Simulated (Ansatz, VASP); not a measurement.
# One calculation of Ta, two programs

```
CELL_PARAMETERS angstrom
2.83852 0.00000 0.00000
-1.41926 2.45823 0.00000
0.00000 0.00000 5.06588
ATOMIC_POSITIONS crystal
Ta 0.74999 0.49998 0.75000
Ta 0.25001 0.50002 0.25000
```

Change from the starting cell: atom 2 moved 0.06 Å; relaxed back.

Alike in both runs: functional LDA; k mesh 12 × 12 × 8; occupations gaussian, width 0.15 eV; no spin polarisation.

Ansatz relaxed the structure, and its values are those at the end. VASP's run is a single point on that final structure, the one shown.

|  | VASP | Ansatz |
| --- | --- | --- |
| version | VASP 6.6.1 | Ansatz 0.2.0 |
| potentials or method | VASP PAW LDA potentials, release 64 (Ta_pv), cutoff 520 eV | scalar-relativistic, plane waves, PAW |
| valence electrons in the cell | 22 | 26 |

```tsv
	VASP	Ansatz	Ansatz less VASP
gap on the k mesh at the Fermi level (eV)	none	none	-
pressure (GPa)	-0.2	-1.0	-0.80
```

LDA's correlation is that of Perdew and Zunger in VASP and of Perdew and Wang (1992) in Ansatz. A gap of «none» marks a metal or a gap that the smearing closes. VASP's potentials hold 22 valence electrons a cell and Ansatz's 26, so a difference there can come from the potentials and not from the codes. Ansatz's warnings: stress scf threshold loose.

Spin-orbit coupling is off throughout.
